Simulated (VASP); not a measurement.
Wanted: the native input for a VASP 6.6.1 run.

```yaml
Task: single point
Functional: PBE
Potentials_or_basis: VASP PAW PBE potentials, release 64 (Sr_sv, O)
Cutoff: 520 eV
k_mesh: 2 × 2 × 2, shifted
Occupations: fermi-dirac, width 0.1034 eV
Spin: no spin polarisation
Dipole_correction: no
Further_INCAR_settings: LREAL = Auto; ALGO = Normal; EDIFF = 1e-07; NBANDS = 78
```

The structure of SrO lies in POSCAR:

```
SrO
1.0
    2.1658644263      3.7513872287      5.2234395464
    2.1658644263      3.7513872287     -5.2234395464
   -6.4975932790      3.7513872287      0.0000000000
Sr O
8 8
Direct
    0.7254375852      0.7813252809      0.1829371337
    0.9782945794      0.0471035592      0.6923107000
    0.2095169293      0.2693437919      0.1724172864
    0.5035852321      0.5403070125      0.6332926517
    0.4718760625      0.0419759976      0.8131509115
    0.6946608561      0.2491134387      0.3140649290
    0.9590714447      0.5482222368      0.8490874279
    0.2081681031      0.7625501294      0.3357712609
    0.4676718073      0.0070712818      0.1351731527
    0.7223910754      0.2973745742      0.6762504138
    0.9638622849      0.5157106447      0.2045150131
    0.2168100743      0.7930839975      0.6802185755
    0.7530703765      0.7981753304      0.8257301839
    0.9608386178      0.0210507718      0.3502802040
    0.2168351364      0.3261542919      0.8514477975
    0.4564142279      0.5352260905      0.3145431549
```

This cell differs from its parent crystal: dynamics (nve) at 1200 K, volume x 1.04, from the last frame before.

These files were run (other wordings do the same):

INCAR

```
SYSTEM = SrO
PREC     = Accurate       ! precision mode
ENCUT    = 520            ! plane-wave cutoff, eV
EDIFF    = 1E-7           ! SCF threshold, eV
ISMEAR   = -1             ! smearing method
SIGMA    = 0.1034         ! smearing width, eV
LREAL    = Auto         
LASPH    = .TRUE.         ! aspherical terms in the spheres
NELM     = 80             ! most SCF steps
ALGO     = Normal         ! electronic algorithm
ISIF     = 2              ! what is computed and relaxed
LWAVE    = .FALSE.        ! write WAVECAR
LCHARG   = .FALSE.        ! write CHGCAR
GGA      = PE             ! functional
NBANDS   = 78             ! bands
```

KPOINTS

```
Automatic mesh
0
Gamma
  2 2 2
  0.5 0.5 0.5
```

Potentials or basis: VASP PAW PBE potentials, release 64 (Sr_sv, O).

The run is started by

```console
$ cat potpaw_PBE.64/Sr_sv/POTCAR potpaw_PBE.64/O/POTCAR > POTCAR
$ mpirun -np 1 vasp_std > vasp.out
```

Results of the run:

- Pressure: -0.5 GPa
- Largest force: 1.857 eV/Å
- Band gap on the k mesh: 3.03 eV (least direct gap 3.15 eV)

Caveat: the atoms stand as in a frame of molecular dynamics; a shifted mesh leaves out Γ, where band edges can lie; forces of over 1 eV/Å act on the atoms, so gaps and moduli don't describe the material at rest.

Run time: 2.2 min on 1 thread of Intel(R) Xeon(R) Platinum 8488C (Sapphire Rapids), with other jobs on the host, peak memory 0.37 GiB.
